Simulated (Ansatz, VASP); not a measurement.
Two plane-wave programs on B

File INCAR:

```
  PREC = Accurate
  ENCUT = 500
  EDIFF = 1E-6
  ISMEAR = 0
  SIGMA = 0.1
  LREAL = False
  LASPH = True
  NELM = 120
  ALGO = Normal
  ISIF = 2
  LWAVE = False
  LCHARG = False
  GGA = PE
  NBANDS = 62
  GGA_COMPAT = False
```

The input KPOINTS:

```
regular mesh
0
Gamma
  4 4 4
```

File POSCAR:

```
B
1.0
    5.0316443900      0.0000000000      0.0000000000
    0.0000000000      5.5996521400      0.0000000000
    0.0000000000      0.0000000000      6.9388463900
B
28
Direct
    0.6531271600      0.9070999000      0.2918777100
    0.3468728400      0.0929001000      0.2918777100
    0.1531271600      0.5929001000      0.2081222900
    0.8468728400      0.4070999000      0.2081222900
    0.3468728400      0.0929001000      0.7081222900
    0.6531271600      0.9070999000      0.7081222900
    0.8468728400      0.4070999000      0.7918777100
    0.1531271600      0.5929001000      0.7918777100
    0.1479907600      0.7709632500      0.0000000000
    0.8520092400      0.2290367500      0.0000000000
    0.6479907600      0.7290367500      0.5000000000
    0.3520092400      0.2709632500      0.5000000000
    0.8358032500      0.9922856100      0.5000000000
    0.1641967500      0.0077143900      0.5000000000
    0.3358032500      0.5077143900      0.0000000000
    0.6641967500      0.4922856100      0.0000000000
    0.3393255500      0.7807524000      0.3746740300
    0.6606744500      0.2192476000      0.3746740300
    0.8393255500      0.7192476000      0.1253259700
    0.1606744500      0.2807524000      0.1253259700
    0.6606744500      0.2192476000      0.6253259700
    0.3393255500      0.7807524000      0.6253259700
    0.1606744500      0.2807524000      0.8746740300
    0.8393255500      0.7192476000      0.8746740300
    0.1699323800      0.5195258900      0.5000000000
    0.8300676200      0.4804741100      0.5000000000
    0.6699323800      0.9804741100      0.0000000000
    0.3300676200      0.0195258900      0.0000000000
```

Input for Ansatz:

```yaml
crystal:
  lattice:
    - [5.03164439, 0.0, 0.0]
    - [0.0, 5.59965214, 0.0]
    - [0.0, 0.0, 6.93884639]
  atoms:
    - { symbol: B, position: [0.65312716, 0.9070999, 0.29187771] }
    - { symbol: B, position: [0.34687284, 0.0929001, 0.29187771] }
    - { symbol: B, position: [0.15312716, 0.5929001, 0.20812229] }
    - { symbol: B, position: [0.84687284, 0.4070999, 0.20812229] }
    - { symbol: B, position: [0.34687284, 0.0929001, 0.70812229] }
    - { symbol: B, position: [0.65312716, 0.9070999, 0.70812229] }
    - { symbol: B, position: [0.84687284, 0.4070999, 0.79187771] }
    - { symbol: B, position: [0.15312716, 0.5929001, 0.79187771] }
    - { symbol: B, position: [0.14799076, 0.77096325, 0.0] }
    - { symbol: B, position: [0.85200924, 0.22903675, 0.0] }
    - { symbol: B, position: [0.64799076, 0.72903675, 0.5] }
    - { symbol: B, position: [0.35200924, 0.27096325, 0.5] }
    - { symbol: B, position: [0.83580325, 0.99228561, 0.5] }
    - { symbol: B, position: [0.16419675, 0.00771439, 0.5] }
    - { symbol: B, position: [0.33580325, 0.50771439, 0.0] }
    - { symbol: B, position: [0.66419675, 0.49228561, 0.0] }
    - { symbol: B, position: [0.33932555, 0.7807524, 0.37467403] }
    - { symbol: B, position: [0.66067445, 0.2192476, 0.37467403] }
    - { symbol: B, position: [0.83932555, 0.7192476, 0.12532597] }
    - { symbol: B, position: [0.16067445, 0.2807524, 0.12532597] }
    - { symbol: B, position: [0.66067445, 0.2192476, 0.62532597] }
    - { symbol: B, position: [0.33932555, 0.7807524, 0.62532597] }
    - { symbol: B, position: [0.16067445, 0.2807524, 0.87467403] }
    - { symbol: B, position: [0.83932555, 0.7192476, 0.87467403] }
    - { symbol: B, position: [0.16993238, 0.51952589, 0.5] }
    - { symbol: B, position: [0.83006762, 0.48047411, 0.5] }
    - { symbol: B, position: [0.66993238, 0.98047411, 0.0] }
    - { symbol: B, position: [0.33006762, 0.01952589, 0.0] }
basis:
  ecutwfc: 420
kpoints:
  mp_grid: { grid: [4, 4, 4] }
hamiltonian:
  xc: pbe
scf:
  occupations: { method: gaussian, width: 0.1 }
output:
  forces: true
  stress: true
  eigenvalues: true
```

Alike in both runs: task single point; functional PBE; k mesh 4 × 4 × 4; occupations gaussian, width 0.1 eV; no spin polarisation.

|  | VASP | Ansatz |
| --- | --- | --- |
| version | VASP 6.6.1 | Ansatz 0.2.0 |
| potentials or method | VASP PAW PBE potentials, release 64 (B), cutoff 500 eV | scalar-relativistic, plane waves, PAW |
| valence electrons in the cell | 84 | 84 |

|  | VASP | Ansatz | Ansatz less VASP |
| --- | --- | --- | --- |
| gap on the k mesh at the Fermi level (eV) | 1.63 | 1.63 | +0.001 |
| least direct gap on the mesh (eV) | 1.82 | 1.82 | +0.001 |
| pressure (GPa) | 0.8 | 0.7 | -0.08 |
| traceless stress, the component that is largest in VASP (GPa) | -0.80 | -0.81 | -0.015 |
| rms of the force components (eV/Å) | 0.050 | 0.046 | -0.0045 |

Atom by atom the forces differ by 0.007 eV/Å (rms over components).
